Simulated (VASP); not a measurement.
# Si (P6_3/mmc) in VASP: further runs, part 2 of 2

VASP 6.6.1.

## 4. Single point, r2SCAN (strain +0.025 along x and y, -0.025 along z)

The input, POSCAR:

```
Si
1.0
    2.7322169471      0.0000000000      0.0000000000
   -1.3661084736      2.3661692849      0.0000000000
    0.0000000000      0.0000000000      4.3936125382
Si
2
Direct
    0.3333333333      0.6666666667      0.2500000000
    0.6666666667      0.3333333333      0.7500000000
```

The input, INCAR.step1:

```
SYSTEM = Si
PREC = Accurate
ENCUT = 520
ISMEAR = 0
SIGMA = 0.15
LREAL = .False.
LASPH = .True.
NELM = 60
NBANDS = 11
GGA = PE
ALGO = Normal
EDIFF = 1E-4
LWAVE = .True.
LCHARG = .False.
```

The input, INCAR.step2:

```
SYSTEM = Si
PREC = Accurate
ENCUT = 520
EDIFF = 1E-6
ISMEAR = 0
SIGMA = 0.15
LREAL = .False.
LASPH = .True.
NELM = 60
ALGO = Normal
ISIF = 2
LWAVE = .False.
LCHARG = .False.
METAGGA = R2SCAN
LMIXTAU = .True.
NBANDS = 11
ISTART = 1
```

The input, KPOINTS:

```
Automatic mesh
0
Gamma
  24 24 10
  0 0 0
```

Potentials or basis: VASP PAW PBE potentials, release 64 (Si).

Started as:

```bash
cat potpaw_PBE.64/Si/POTCAR > POTCAR
cp INCAR.step1 INCAR
mpirun -np 1 vasp_std > vasp.out
cp INCAR.step2 INCAR
mpirun -np 1 vasp_std > vasp.out
```

OUTCAR:

```text
SYSTEM = Si
   PREC = Accurate
   ENCUT = 520
   EDIFF = 1E-6
   ISMEAR = 0
   LREAL = .False.
   LASPH = .True.
   NELM = 60
   ISIF = 2
   METAGGA = R2SCAN
   ISTART = 1

 ion  position               nearest neighbor table
   1  0.333  0.667  0.250-   2 2.70   2 2.70   2 2.70   2 2.70   2 2.70   2 2.70
   2  0.667  0.333  0.750-   1 2.70   1 2.70   1 2.70   1 2.70   1 2.70   1 2.70

  LATTYP: Found a hexagonal cell.
 ALAT       =     2.7322169471
 C/A-ratio  =     1.6080760142

  Lattice vectors:

 A1 = (   2.7322169471,   0.0000000000,   0.0000000000)
 A2 = (  -1.3661084736,   2.3661692849,   0.0000000000)
 A3 = (   0.0000000000,   0.0000000000,   4.3936125382)

Analysis of symmetry for initial positions (statically):
=====================================================================
 Subroutine PRICEL returns:
 Original cell was already a primitive cell.

 Routine SETGRP: Setting up the symmetry group for a
 hexagonal supercell.

 Subroutine GETGRP returns: Found 24 space group operations
 (whereof 12 operations were pure point group operations)
 out of a pool of 24 trial point group operations.

The static configuration has the point symmetry D_3d.
 The point group associated with its full space group is D_6h.

Analysis of symmetry for dynamics (positions and initial velocities):
=====================================================================
 Subroutine PRICEL returns:
 Original cell was already a primitive cell.

 Routine SETGRP: Setting up the symmetry group for a
 hexagonal supercell.

 Subroutine GETGRP returns: Found 24 space group operations
 (whereof 12 operations were pure point group operations)
 out of a pool of 24 trial point group operations.

The dynamic configuration has the point symmetry D_3d.
 The point group associated with its full space group is D_6h.

 Subroutine INISYM returns: Found 24 space group operations
 (whereof 12 operations are pure point group operations),
 and found     1 'primitive' translations

----------------------------------------------------------------------------------------

                                     Primitive cell

  volume of cell :      28.4042

  direct lattice vectors                    reciprocal lattice vectors
     2.732216947  0.000000000  0.000000000     0.366003147  0.211312015  0.000000000
    -1.366108474  2.366169285  0.000000000     0.000000000  0.422624030  0.000000000
     0.000000000  0.000000000  4.393612538     0.000000000  0.000000000  0.227603138

  length of vectors
     2.732216947  2.732216947  4.393612538     0.422624030  0.422624030  0.227603138

  position of ions in fractional coordinates (direct lattice)
     0.333333333  0.666666667  0.250000000
     0.666666667  0.333333333  0.750000000

  ion indices of the primitive-cell ions
   primitive index   ion index
                 1           1
                 2           2

----------------------------------------------------------------------------------------

 KPOINTS: Automatic mesh

Automatic generation of k-mesh.
 Grid dimensions read from file:
 generate k-points for:   24   24   10

 Generating k-lattice:

  Cartesian coordinates                     Fractional coordinates (reciprocal lattice)
     0.015250131  0.008804667  0.000000000     0.041666667 -0.000000000  0.000000000
     0.000000000  0.017609335  0.000000000     0.000000000  0.041666667  0.000000000
     0.000000000  0.000000000  0.022760314     0.000000000  0.000000000  0.100000000

  Length of vectors
     0.017609335  0.017609335  0.022760314

  Shift w.r.t. Gamma in fractional coordinates (k-lattice)
     0.000000000  0.000000000  0.000000000

 Subroutine IBZKPT returns following result:
 ===========================================

 Found    366 irreducible k-points:

 Following reciprocal coordinates:
            Coordinates               Weight
  0.000000  0.000000  0.000000      1.000000
  0.041667  0.000000  0.000000      6.000000
  0.083333  0.000000  0.000000      6.000000
  0.125000  0.000000  0.000000      6.000000
  0.166667  0.000000  0.000000      6.000000
  0.208333 -0.000000  0.000000      6.000000
[... 16 lines left out ...]
  0.416667  0.041667  0.000000     12.000000
  0.458333  0.041667  0.000000     12.000000
 [... further k-points ...]
   k-points           NKPTS =    366   k-points in BZ     NKDIM =    366   number of bands    NBANDS=     11
   number of dos      NEDOS =    301   number of ions     NIONS =      2
   total plane-waves  NPLWV =  14400
   dimension x,y,z NGX =    20 NGY =   20 NGZ =   36
   dimension x,y,z NGXF=    40 NGYF=   40 NGZF=   72
   ions per type =               2
   NGX,Y,Z   is equivalent  to a cutoff of  12.17, 12.17, 13.62 a.u.
   NGXF,Y,Z  is equivalent  to a cutoff of  24.34, 24.34, 27.24 a.u.
 SYSTEM =  Si
   PREC   = accura    normal or accurate (medium, high low for compatibility)
   ISTART =      1    job   : 0-new  1-cont  2-samecut
   ICHARG =      0    charge: 1-file 2-atom 10-const
   ISPIN  =      1    spin polarized calculation?
   LNONCOLLINEAR =      F non collinear calculations
   LSORBIT =      F    spin-orbit coupling
   LASPH  =      T    aspherical Exc in radial PAW
   ENCUT  =  520.0 eV  38.22 Ry    6.18 a.u.   5.08  5.08  8.17*2*pi/ulx,y,z
   NELM   =     60;   NELMIN=  2; NELMDL=  0     # of ELM steps
   EDIFF  = 0.1E-05   stopping-criterion for ELM
   LREAL  =      F    real-space projection
   EDIFFG = 0.1E-04   stopping-criterion for IOM
   NSW    =      0    number of steps for IOM
   IBRION =     -1    ionic relax: 0-MD 1-quasi-New 2-CG
   NFREE  =      0    steps in history (QN), initial steepest desc. (CG)
   ISIF   =      2    stress and relaxation
   ISYM   =      2    0-nonsym 1-usesym 2-fastsym
   POTIM  = 0.5000    time-step for ionic-motion
   TEBEG  =    0.0;   TEEND  =   0.0 temperature during run
   PSTRESS=    0.0 pullay stress
   NELECT =       8.0000    total number of electrons
   NUPDOWN=      -1.0000    fix difference up-down
   EMIN   =  10.00;   EMAX   =-10.00  energy-range for DOS
   EFERMI =   0.00;   METHOD = LEGACY
   ISMEAR =     0;   SIGMA  =   0.15  broadening in eV -4-tet -1-fermi 0-gaus
   EFERMI_NEDOS =   21; number of points for ismear=-14 and -15
   IALGO  =     38    algorithm
   IMIX   =      4    mixing-type and parameters
     AMIX     =   0.40;   BMIX     =  1.00
     AMIX_MAG =   1.60;   BMIX_MAG =  1.00
  volume/ion in A,a.u.               =      14.20        95.84
  Fermi-wavevector in a.u.,A,eV,Ry     =   1.073109  2.027882 15.667970  1.151563
  Thomas-Fermi vector in A             =   2.208899
   LORBIT       =      0    0 simple, 1 ext, 2 COOP (PROOUT), +10 PAW based schemes
   METAGGA = R2SCAN    functional components
   LHFCALC =     F    Hartree Fock is set to
   AEXX    =    0.0000 exact exchange contribution
   IVDW    =     0    specifies the selected vdW correction
   LEPSILON=     F    determine dielectric tensor
   LRPA    =     F    only Hartree local field effects (RPA)
 non-spin polarized calculation
 Gauss-broadening in eV      SIGMA  =   0.15
  energy-cutoff  :      520.00
  volume of cell :       28.40
 maximum number of plane-waves:       788
   NGX = 11   NGY = 11   NGZ = 17

 number of electron       7.9999999 magnetization

 Free energy of the ion-electron system (eV)
  ---------------------------------------------------
  ext. energy  EPLUGINS =         0.00000000
  ---------------------------------------------------
  free energy    TOTEN  =       -16.11648586 eV

  energy without entropy =      -16.10875361  energy(sigma->0) =      -16.11261974

 E-fermi :  10.4626     XC(G=0): -12.0564

 val. band max:       10.4440932455   @ k =   0.1250   0.0000   0.4000
 cond. band min:      10.4708250557   @ k =   0.1667   0.1667   0.2000
 fundamental gap:      0.0267318102
 Fermi energy:        10.4625887565

 k-point     1 :       0.0000    0.0000    0.0000
  band No.  band energies     occupation
      1      -5.0966      2.00000
      2       2.6162      2.00000
      3       2.9421      2.00000
      4      19.0326      0.00000
      5      19.0326      0.00000
      6      20.5406      0.00000
      7      20.5406      0.00000
      8      22.9237      0.00000
      9      23.2528      0.00000
     10      23.7114      0.00000
     11      25.2427      0.00000
[... 309 lines left out ...]
 k-point    24 :       0.4583    0.0417    0.0000
  band No.  band energies     occupation
      1       1.0921      2.00000
      2       2.4202      2.00000
      3       8.5123      2.00000
      4       8.7120      2.00000
      5       9.8760      2.00000
      6      10.6133      0.15537
      7      12.9745      0.00000
      8      16.9718      0.00000
      9      19.3989      0.00000
     10      21.0721      0.00000
     11      24.1641      0.00000

 [... further k-points ...]
[... 5 lines left out ...]
  --------------------------------------------------------------------------------------
  -------------------------------------------------------------------------------------
  Total       -0.6974967     -0.6974967     -0.1648041      0.0000000     -0.0000000     -0.0000000
  in kB      -39.3432291    -39.3432291     -9.2959947      0.0000000     -0.0000000     -0.0000000
  external PRESSURE =     -29.3274843 kB  Pullay stress =       0.0000000 kB

 VOLUME and BASIS-vectors are now :
 -----------------------------------------------------------------------------
  energy-cutoff  :      520.00
  volume of cell :       28.40
      direct lattice vectors                 reciprocal lattice vectors
     2.732216947  0.000000000  0.000000000     0.366003147  0.211312015  0.000000000
    -1.366108474  2.366169285  0.000000000     0.000000000  0.422624030  0.000000000
     0.000000000  0.000000000  4.393612538     0.000000000  0.000000000  0.227603138

 POSITION                                       TOTAL-FORCE (eV/Angst)
 -----------------------------------------------------------------------------------
     -0.00000      1.57745      1.09840         0.000000     -0.000000      0.000000
      1.36611      0.78872      3.29521        -0.000000      0.000000      0.000000
 -----------------------------------------------------------------------------------
    total drift:                                0.000000     -0.000000      0.000000

  FREE ENERGIE OF THE ION-ELECTRON SYSTEM (eV)
  ---------------------------------------------------
  free  energy   TOTEN  =       -16.1164858579 eV

  energy  without entropy=      -16.1087536128  energy(sigma->0) =      -16.11261974
```

OUTCAR.step1:

```text
SYSTEM = Si
   PREC = Accurate
   ENCUT = 520
   ISMEAR = 0
   LREAL = .False.
   LASPH = .True.
[... 560 lines left out ...]
     -0.00000      1.57745      1.09840         0.000000     -0.000000      0.000000
      1.36611      0.78872      3.29521        -0.000000      0.000000      0.000000
 -----------------------------------------------------------------------------------
    total drift:                                0.000000     -0.000000      0.000000

  FREE ENERGIE OF THE ION-ELECTRON SYSTEM (eV)
  ---------------------------------------------------
  free  energy   TOTEN  =        -9.8256794139 eV

  energy  without entropy=       -9.8170745461  energy(sigma->0) =       -9.82137698
```

It took 4.1 min on 1 thread of Intel Xeon 8259CL, shared host; peak memory 0.21 GiB.

Results:

| Property | Result |
| --- | --- |
| Free energy | -16.1165 eV |
| Pressure | -2.9 GPa |
| Band gap on the k mesh | zero (bands 4 and 5 overlap by 12.68 eV) |

Levels at points of the mesh, in eV from the Fermi level:
```tsv
k point	band 2	band 3	band 4	band 5	band 6	band 7
(0.00, 0.00, 0.00)	-7.85	-7.52	8.57	8.57	10.08	10.08
(0.50, 0.00, 0.00)	-8.39	-1.85	-1.44	-0.98	-0.04	3.25
(0.00, 0.00, 0.50)	-13.56	1.73	1.73	10.13	10.13	10.13
(0.50, 0.00, 0.50)	-7.19	-6.43	-6.43	5.00	5.00	6.54
```

Caveat: the cell differs from its parent crystal (strain +0.025 along x and y, -0.025 along z); the PAW data sets were made with another functional, which shifts forces and pressure a little.

## 5. The runs side by side

| cell | gap on the mesh (eV) | pressure (GPa) |
| --- | --- | --- |
| a = 2.732, b = 2.732, c = 4.281 Å, angles 90.0, 90.0, 120.0°, 2 atoms | none | -0.5 |
| a = 2.666, b = 2.666, c = 4.619 Å, angles 90.0, 90.0, 120.0°, 2 atoms | none | -2.8 |
| a = 2.732, b = 2.732, c = 4.394 Å, angles 90.0, 90.0, 120.0°, 2 atoms | none | -2.9 |

Alike in all rows: task single point; level r2SCAN; potentials or basis VASP PAW PBE potentials, release 64 (Si); no spin polarisation; k mesh 24 × 24 × 10; cutoff (eV) 520; smearing gaussian 0.15 eV.

Caveats: the PAW data sets were made with another functional, which shifts forces and pressure a little.

Total energies depend on the potentials used, so only differences within one code and one set of settings carry meaning.
